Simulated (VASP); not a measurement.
## BN: single point with HSE06

Crystal: BN.

```
B N
1.0
     2.54395    0.00000    0.00000
    -1.27197    2.20313    0.00000
     0.00000    0.00000    4.37613
B N
2 2
Direct
  0.33333 0.66667 0.99903
  0.66667 0.33333 0.49903
  0.33333 0.66667 0.37597
  0.66667 0.33333 0.87597
```

This cell differs from its parent crystal: uniaxial z strain +4.0%.

| Property | Result |
| --- | --- |
| Program | VASP 6.6.1 |
| Task | single point |
| Functional | HSE06 |
| Potentials or basis | VASP PAW PBE potentials, release 64 (B, N) |
| Cutoff | 520 eV |
| k mesh | 9 × 9 × 4 |
| Occupations | gaussian, width 0.01 eV |
| Spin | no spin polarisation |
| Dipole correction | no |
| Grid for exact exchange (PRECFOCK) | Normal |
| Further INCAR settings | ALGO = Normal; EDIFF = 1e-06; NBANDS = 16 |
| Share of exact exchange | 0.25 |
| Screening parameter | 0.2079 1/Å |

The pressure is -17.2 GPa. The largest force is 0.041 eV/Å and the band gap on the k mesh is 6.60 eV (least direct gap 8.72 eV).

Forces on the atoms (eV/Å):
```
B    0.000  0.000  0.041
B    0.000  0.000  0.041
N    0.000  0.000 -0.041
N    0.000  0.000 -0.041
```

Stress tensor (GPa, compression positive):
```
 -5.67   0.00   0.00
  0.00  -5.67   0.00
  0.00   0.00 -40.35
```

Levels at points of the mesh, in eV from the valence-band top:
```csv
k point,band 5,band 6,band 7,band 8,band 9,band 10,band 11,band 12
"(0.00, 0.00, 0.00)",-1.90,-0.22,0.00,0.00,8.72,10.36,10.36,11.58
"(0.00, 0.00, 0.50)",-1.04,-1.04,-1.04,-1.04,11.40,11.40,11.82,11.82
```

Run time: 64 min on 1 thread of Oxide Virtual Turin-like Processor, on a shared host, peak memory 0.23 GiB.

Caveat: the cell differs from its parent crystal (uniaxial z strain +4.0%); the stress differs along the axes, from -40 to -6 GPa; the structure was generated, so it needn't be the stable form of BN; the PAW data sets were made with another functional, which shifts forces and pressure a little. A k mesh can miss the band edges.
